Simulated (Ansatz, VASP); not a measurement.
Pb in VASP and in Ansatz

INCAR

```
PREC     = Accurate       # precision mode
ENCUT    = 520            # plane-wave cutoff, eV
EDIFF    = 1E-6           # SCF threshold, eV
ISMEAR   = -1             # smearing method
SIGMA    = 0.1            # smearing width, eV
LREAL    = F              # projectors in reciprocal space
LASPH    = T              # aspherical terms in the spheres
NELM     = 60             # most SCF steps
ALGO     = Normal         # electronic algorithm
ISIF     = 2              # what is computed and relaxed
LWAVE    = F              # write WAVECAR
LCHARG   = F              # write CHGCAR
GGA      = PS             # functional
NBANDS   = 28             # bands
```

The input KPOINTS:

```
Automatic mesh
0
Gamma
  8 8 11
```

Contents of POSCAR:

```
Pb
1.0
    5.6348984998      0.0000000000      0.0000000000
   -2.8174492499      4.8799652486      0.0000000000
    0.0000000000      0.0000000000      3.4231505334
Pb
3
Direct
    1.0000000000      1.0000000000      0.0000000000
    0.3333333333      0.6666666667      0.5000000000
    0.6666666667      0.3333333333      0.5000000000
```

Input for Ansatz:

```yaml
crystal:
  lattice:
    - [5.6348984998, 0.0, 0.0]
    - [-2.8174492499, 4.8799652486, 0.0]
    - [0.0, 0.0, 3.4231505334]
  atoms:
    - { symbol: Pb, position: [1.0, 1.0, 0.0] }
    - { symbol: Pb, position: [0.3333333333, 0.6666666667, 0.5] }
    - { symbol: Pb, position: [0.6666666667, 0.3333333333, 0.5] }
hamiltonian:
  xc: pbesol
  pseudopotentials:
    kind: paw
    azcp:
      Pb: "pseudopotentials/Pb.paw.azcp"
basis:
  ecutwfc: 420
  fft_grid_basis: typed
kpoints:
  mp_grid: { grid: [8, 8, 11], shift: [0, 0, 0] }
magnetization:
  spin_polarized: false
scf:
  occupations: { method: fermi_dirac, width: 0.1 }
  lower_state_search: "off"
output:
  stress: true
```

Alike in both runs: task single point; functional PBEsol; k mesh 8 × 8 × 11; occupations fermi-dirac, width 0.1 eV; no spin polarisation.

|  | VASP | Ansatz |
| --- | --- | --- |
| version | VASP 6.6.1 | Ansatz 0.2.0 |
| potentials or method | VASP PAW PBE potentials, release 64 (Pb_d), cutoff 520 eV | plane waves (420 eV) with PAW, scalar-relativistic |
| valence electrons in the cell | 42 | 42 |

VASP gave:

* pressure (GPa): -1.7
* traceless stress, the component that is largest in VASP (GPa): -0.53

**Question.** Estimate Ansatz's values.

**Answer.** Pressure (GPa): -1.6; traceless stress, the component that is largest in VASP (GPa): -0.54.

VASP's potentials were made for PBE, not for PBEsol, and Ansatz warns of the same on its side.

Spin-orbit coupling is off throughout.
